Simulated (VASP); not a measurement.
A run of VASP 6.6.1 is set up as follows.

The input INCAR:

```
SYSTEM = B2N
PREC = Accurate ; ENCUT = 520
EDIFF = 1E-7 ; ISMEAR = 0
SIGMA = 0.1 ; LREAL = .FALSE.
LASPH = .TRUE. ; NELM = 100
ALGO = Normal ; ISIF = 2
LWAVE = .FALSE. ; LCHARG = .TRUE.
GGA = PE ; LELF = .TRUE.
LVHAR = .TRUE. ; NBANDS = 20
```

File KPOINTS:

```
regular mesh
0
G
  6 6 6
  0 0 0
```

File POSCAR:

```
B2N
1.0
   -1.8051280899      1.8051280899      3.7518340360
    1.8051280899     -1.8051280899      3.7518340360
    1.8051280899      1.8051280899     -3.7518340360
B N
4 2
Direct
    0.2569450301      0.2569450301      0.5138900601
    0.2569450301      0.7430549699      0.0000000000
    0.7430549699      0.2569450301      0.0000000000
    0.7430549699      0.7430549699      0.4861099399
    0.6446408721      0.6446408721      0.0000000000
    0.3553591279      0.3553591279      0.0000000000
```

Potentials or basis: VASP PAW PBE potentials, release 64 (B, N).

Command:

```sh
$ cat potpaw_PBE.64/B/POTCAR potpaw_PBE.64/N/POTCAR > POTCAR
$ mpirun -np 1 vasp_std > vasp.out
```

Q: Predict the largest force.

A: 0.051 eV/Å.

Q: Estimate the band gap on the k mesh.

A: Zero (bands 11 and 12 overlap by 0.39 eV).

Q: Predict the pressure.

A: 0.2 GPa.

Stress tensor (GPa, compression positive):
```
0.19 0.00 0.00
0.00 0.19 0.00
0.00 0.00 0.28
```

Caveat: semilocal functionals underestimate gaps, so a narrow gap can read as zero.
